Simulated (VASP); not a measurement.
# Si2Mo (I4/mmm) in VASP: density of states with PBE

Aim: the density of states of Si2Mo with PBE.

Everything below comes from runs of VASP 6.6.1. Logs are shortened: lines on timing, memory, paths and dates and some standing lists are left out, and cuts for length are marked.

**1. The cell of the first run**

Symmetry: I4/mmm, No. 139, tetragonal system. The conventional cell has a = 3.217 Å, b = 3.217 Å, c = 7.873 Å, α = 90.00°, β = 90.00°, γ = 90.00°. Si (site symmetry 4mm) has 9 Si at 2.60 to 3.22 Å and 5 Mo at 2.62 to 2.64 Å within 3.4 Å. Mo (site symmetry 4/mmm) has 10 Si at 2.62 to 2.64 Å and 4 Mo at 3.22 Å within 3.5 Å.

**2. Density of states, PBE**

Contents of POSCAR:

```
Si2Mo
1.0
   -1.6084236828      1.6084236828      3.9365100029
    1.6084236828     -1.6084236828      3.9365100029
    1.6084236828      1.6084236828     -3.9365100029
Si Mo
2 1
Direct
    0.3350991394      0.3350991394      0.0000000000
    0.6649008606      0.6649008606      0.0000000000
    0.0000000000      0.0000000000      0.0000000000
```

Contents of INCAR.step1:

```
SYSTEM = Si2Mo
PREC = Accurate
ENCUT = 520
EDIFF = 1E-7
ISMEAR = 0
SIGMA = 0.1
LREAL = .False.
LASPH = .True.
NELM = 100
ALGO = Normal
ISIF = 2
LWAVE = .False.
LCHARG = .True.
LMAXMIX = 4
GGA = PE
NBANDS = 18
```

Contents of KPOINTS.step1:

```
Automatic mesh
0
Gamma
  18 18 18
  0 0 0
```

Contents of INCAR.step2:

```
SYSTEM = Si2Mo
PREC = Accurate
ENCUT = 520
EDIFF = 1E-7
ISMEAR = -5
SIGMA = 0.1
LREAL = .False.
LASPH = .True.
NELM = 100
ALGO = Normal
ISIF = 2
LWAVE = .False.
LCHARG = .False.
LMAXMIX = 4
GGA = PE
LORBIT = 11
NEDOS = 1001
ICHARG = 11
```

Contents of KPOINTS.step2:

```
Automatic mesh
0
Gamma
  27 27 27
  0 0 0
```

Potentials or basis: VASP PAW PBE potentials, release 64 (Si, Mo_sv).

On the command line:

```console
$ cat potpaw_PBE.64/Si/POTCAR potpaw_PBE.64/Mo_sv/POTCAR > POTCAR
$ cp INCAR.step1 INCAR
$ cp KPOINTS.step1 KPOINTS
$ mpirun -np 1 vasp_std > vasp.out
$ cp INCAR.step2 INCAR
$ cp KPOINTS.step2 KPOINTS
$ mpirun -np 1 vasp_std > vasp.out
```

OUTCAR:

```text
SYSTEM = Si2Mo
   PREC = Accurate
   ENCUT = 520
   EDIFF = 1E-7
   ISMEAR = -5
   LREAL = .False.
   LASPH = .True.
   NELM = 100
   ISIF = 2
   GGA = PE
   LORBIT = 11
   ICHARG = 11

 ion  position               nearest neighbor table
   1  0.335  0.335  0.000-   2 2.60   3 2.62   3 2.62   3 2.62   3 2.62   3 2.64   2 2.64   2 2.64
                             2 2.64   2 2.64
   2  0.665  0.665  0.000-   1 2.60   3 2.62   3 2.62   3 2.62   3 2.62   3 2.64   1 2.64   1 2.64
                             1 2.64   1 2.64
   3  0.000  0.000  0.000-   2 2.62   2 2.62   2 2.62   1 2.62   1 2.62   1 2.62   2 2.62   1 2.62
                             1 2.64   2 2.64

  LATTYP: Found a body centered tetragonal cell.
 ALAT       =     3.2168473656
 C/A-ratio  =     2.4474334996

  Lattice vectors:

 A1 = (  -1.6084236828,   1.6084236828,   3.9365100029)
 A2 = (   1.6084236828,  -1.6084236828,   3.9365100029)
 A3 = (   1.6084236828,   1.6084236828,  -3.9365100029)

Analysis of symmetry for initial positions (statically):
=====================================================================
 Subroutine PRICEL returns:
 Original cell was already a primitive cell.

 Routine SETGRP: Setting up the symmetry group for a
 body centered tetragonal supercell.

 Subroutine GETGRP returns: Found 16 space group operations
 (whereof 16 operations were pure point group operations)
 out of a pool of 16 trial point group operations.

The static configuration has the point symmetry D_4h.

Analysis of symmetry for dynamics (positions and initial velocities):
=====================================================================
 Subroutine PRICEL returns:
 Original cell was already a primitive cell.

 Routine SETGRP: Setting up the symmetry group for a
 body centered tetragonal supercell.

 Subroutine GETGRP returns: Found 16 space group operations
 (whereof 16 operations were pure point group operations)
 out of a pool of 16 trial point group operations.

The dynamic configuration has the point symmetry D_4h.

 Subroutine INISYM returns: Found 16 space group operations
 (whereof 16 operations are pure point group operations),
 and found     1 'primitive' translations

----------------------------------------------------------------------------------------

                                     Primitive cell

  volume of cell :      40.7354

  direct lattice vectors                    reciprocal lattice vectors
    -1.608423683  1.608423683  3.936510003     0.000000000  0.310863366  0.127016062
     1.608423683 -1.608423683  3.936510003     0.310863366  0.000000000  0.127016062
     1.608423683  1.608423683 -3.936510003     0.310863366  0.310863366  0.000000000

  length of vectors
     4.546445259  4.546445259  4.546445259     0.335811126  0.335811126  0.439627188

  position of ions in fractional coordinates (direct lattice)
     0.335099139  0.335099139  0.000000000
     0.664900861  0.664900861  0.000000000
     0.000000000  0.000000000  0.000000000

  ion indices of the primitive-cell ions
   primitive index   ion index
                 1           1
                 2           2
                 3           3

----------------------------------------------------------------------------------------

 KPOINTS: Automatic mesh

Automatic generation of k-mesh.
 Grid dimensions read from file:
 generate k-points for:   27   27   27

 Generating k-lattice:

  Cartesian coordinates                     Fractional coordinates (reciprocal lattice)
     0.000000000  0.011513458  0.004704299     0.037037037 -0.000000000  0.000000000
     0.011513458  0.000000000  0.004704299    -0.000000000  0.037037037  0.000000000
     0.011513458  0.011513458  0.000000000     0.000000000  0.000000000  0.037037037

  Length of vectors
     0.012437449  0.012437449  0.016282488

  Shift w.r.t. Gamma in fractional coordinates (k-lattice)
     0.000000000  0.000000000  0.000000000

 TETIRR: Found  24933 inequivalent tetrahedra from   118098

 Subroutine IBZKPT returns following result:
 ===========================================

 Found   1470 irreducible k-points:

 Following reciprocal coordinates:
            Coordinates               Weight
  0.000000  0.000000  0.000000      1.000000
  0.037037 -0.000000  0.000000      8.000000
  0.074074 -0.000000  0.000000      8.000000
  0.111111 -0.000000  0.000000      8.000000
  0.148148  0.000000  0.000000      8.000000
  0.185185 -0.000000  0.000000      8.000000
[... 16 lines left out ...]
  0.333333  0.037037  0.000000     16.000000
  0.370370  0.037037  0.000000     16.000000
 [... further k-points ...]
   k-points           NKPTS =   1470   k-points in BZ     NKDIM =   1470   number of bands    NBANDS=     15
   number of dos      NEDOS =   1001   number of ions     NIONS =      3
   total plane-waves  NPLWV =  46656
   dimension x,y,z NGX =    36 NGY =   36 NGZ =   36
   dimension x,y,z NGXF=    72 NGYF=   72 NGZF=   72
   ions per type =               2   1
   NGX,Y,Z   is equivalent  to a cutoff of  13.16, 13.16, 13.16 a.u.
   NGXF,Y,Z  is equivalent  to a cutoff of  26.33, 26.33, 26.33 a.u.
 SYSTEM =  Si2Mo
   PREC   = accura    normal or accurate (medium, high low for compatibility)
   ISTART =      0    job   : 0-new  1-cont  2-samecut
   ICHARG =     11    charge: 1-file 2-atom 10-const
   ISPIN  =      1    spin polarized calculation?
   LNONCOLLINEAR =      F non collinear calculations
   LSORBIT =      F    spin-orbit coupling
   LASPH  =      T    aspherical Exc in radial PAW
   ENCUT  =  520.0 eV  38.22 Ry    6.18 a.u.   8.45  8.45  8.45*2*pi/ulx,y,z
   NELM   =    100;   NELMIN=  2; NELMDL=  0     # of ELM steps
   EDIFF  = 0.1E-06   stopping-criterion for ELM
   LREAL  =      F    real-space projection
   EDIFFG = 0.1E-05   stopping-criterion for IOM
   NSW    =      0    number of steps for IOM
   IBRION =     -1    ionic relax: 0-MD 1-quasi-New 2-CG
   NFREE  =      0    steps in history (QN), initial steepest desc. (CG)
   ISIF   =      2    stress and relaxation
   ISYM   =      2    0-nonsym 1-usesym 2-fastsym
   POTIM  = 0.5000    time-step for ionic-motion
   TEBEG  =    0.0;   TEEND  =   0.0 temperature during run
   PSTRESS=    0.0 pullay stress
   NELECT =      22.0000    total number of electrons
   NUPDOWN=      -1.0000    fix difference up-down
   EMIN   =  10.00;   EMAX   =-10.00  energy-range for DOS
   EFERMI =   0.00;   METHOD = LEGACY
   ISMEAR =    -5;   SIGMA  =   0.10  broadening in eV -4-tet -1-fermi 0-gaus
   EFERMI_NEDOS =   21; number of points for ismear=-14 and -15
   IALGO  =     38    algorithm
   IMIX   =      4    mixing-type and parameters
     AMIX     =   0.40;   BMIX     =  1.00
     AMIX_MAG =   1.60;   BMIX_MAG =  1.00
  volume/ion in A,a.u.               =      13.58        91.63
  Fermi-wavevector in a.u.,A,eV,Ry     =   1.333189  2.519361 24.182889  1.777392
  Thomas-Fermi vector in A             =   2.462066
   LORBIT       =     11    0 simple, 1 ext, 2 COOP (PROOUT), +10 PAW based schemes
   GGA     = PE    functional components
   LHFCALC =     F    Hartree Fock is set to
   AEXX    =    0.0000 exact exchange contribution
   IVDW    =     0    specifies the selected vdW correction
   LEPSILON=     F    determine dielectric tensor
   LRPA    =     F    only Hartree local field effects (RPA)
 non-spin polarized calculation
 Fermi weights with tetrahedron method with Bloechl corrections
  energy-cutoff  :      520.00
  volume of cell :       40.74
 maximum number of plane-waves:      1134
 NGX is ok and might be reduce to    36

 number of electron      22.0000000 magnetization

 Free energy of the ion-electron system (eV)
  ---------------------------------------------------
  ext. energy  EPLUGINS =         0.00000000
  ---------------------------------------------------
  free energy    TOTEN  =       -23.26153621 eV

  energy without entropy =      -23.26153621  energy(sigma->0) =      -23.26153621

 E-fermi :  12.0654     XC(G=0): -12.3692

 val. band max:       12.0755483695   @ k =  -0.1852  -0.2222   0.1481
 cond. band min:      12.0522768426   @ k =  -0.4815  -0.4815   0.2963
 fundamental gap:     -0.0232715269
 Fermi energy:        12.0653871399

 k-point     1 :       0.0000    0.0000    0.0000
  band No.  band energies     occupation
      1     -48.6636      2.00000
      2     -22.8047      2.00000
      3     -22.7381      2.00000
      4     -22.7381      2.00000
      5      -1.2493      2.00000
      6       5.7649      2.00000
      7       8.6501      2.00000
      8       9.0828      2.00000
      9       9.4883      2.00000
     10       9.4883      2.00000
     11      12.4296      0.00000
     12      15.1443      0.00000
     13      15.3172      0.00000
     14      15.5430      0.00000
     15      15.5430      0.00000

 k-point     2 :       0.0370   -0.0000    0.0000
  band No.  band energies     occupation
      1     -48.6634      2.00000
      2     -22.8045      2.00000
      3     -22.7414      2.00000
      4     -22.7378      2.00000
      5      -1.2245      2.00000
      6       5.7661      2.00000
      7       8.5498      2.00000
      8       9.0857      2.00000
      9       9.5049      2.00000
     10       9.5475      2.00000
     11      12.3469     -0.04947
     12      15.0157      0.00000
     13      15.3592      0.00000
     14      15.4010      0.00000
     15      15.6323      0.00000
[... 365 lines left out ...]
      3     -22.7910      2.00000
      4     -22.7241      2.00000
      5       0.6959      2.00000
      6       4.5583      2.00000
      7       6.9709      2.00000
      8       8.2802      2.00000
      9       9.7999      2.00000
     10       9.9113      2.00000
     11      10.9387      2.00000
     12      13.6925      0.00000
     13      14.7162      0.00000
     14      15.6788      0.00000
     15      16.5063      0.00000

 k-point    24 :       0.3704    0.0370    0.0000
  band No.  band energies     occupation
      1     -48.6488      2.00000
      2     -22.9425      2.00000
      3     -22.7891      2.00000
      4     -22.7220      2.00000
      5       1.0989      2.00000
      6       4.1595      2.00000
      7       6.9575      2.00000
      8       8.0882      2.00000
      9       9.7103      2.00000
     10       9.7985      2.00000
     11      11.1279      2.00000
     12      13.8473      0.00000
     13      14.9450      0.00000
     14      15.5816      0.00000
     15      16.5090      0.00000

 [... further k-points ...]
[... 5 lines left out ...]
  --------------------------------------------------------------------------------------
  -------------------------------------------------------------------------------------
  Total        0.0556317      0.0556317      0.0643495      0.0000000      0.0000000      0.0000000
  in kB        2.1880659      2.1880659      2.5309502      0.0000000      0.0000000      0.0000000
  external PRESSURE =       2.3023606 kB  Pullay stress =       0.0000000 kB

 VOLUME and BASIS-vectors are now :
 -----------------------------------------------------------------------------
  energy-cutoff  :      520.00
  volume of cell :       40.74
      direct lattice vectors                 reciprocal lattice vectors
    -1.608423683  1.608423683  3.936510003     0.000000000  0.310863366  0.127016062
     1.608423683 -1.608423683  3.936510003     0.310863366  0.000000000  0.127016062
     1.608423683  1.608423683 -3.936510003     0.310863366  0.310863366  0.000000000

 POSITION                                       TOTAL-FORCE (eV/Angst)
 -----------------------------------------------------------------------------------
      0.00000      0.00000      2.63824         0.000000      0.000000      0.004509
      0.00000      0.00000      5.23478        -0.000000     -0.000000     -0.004509
      0.00000      0.00000      0.00000         0.000000      0.000000      0.000000
 -----------------------------------------------------------------------------------
    total drift:                               -0.000000      0.000000     -0.000000

  FREE ENERGIE OF THE ION-ELECTRON SYSTEM (eV)
  ---------------------------------------------------
  free  energy   TOTEN  =       -23.2615362125 eV

  energy  without entropy=      -23.2615362125  energy(sigma->0) =      -23.26153621

 total charge

# of ion       s       p       d       tot
------------------------------------------
    1        0.741   0.869   0.000   1.611
    2        0.741   0.869   0.000   1.611
    3        2.281   6.202   4.163  12.646
--------------------------------------------------
tot          3.764   7.940   4.163  15.867
```

Wall time 7.2 min (1 thread of Intel Xeon 6975P-C (Granite Rapids), shared host); peak memory 0.98 GiB.

What came out:

* Valence electrons inside the program's atomic spheres: Si 1.61; Mo 12.65

Caveat: tetrahedron occupations give inexact forces and stress in metals.
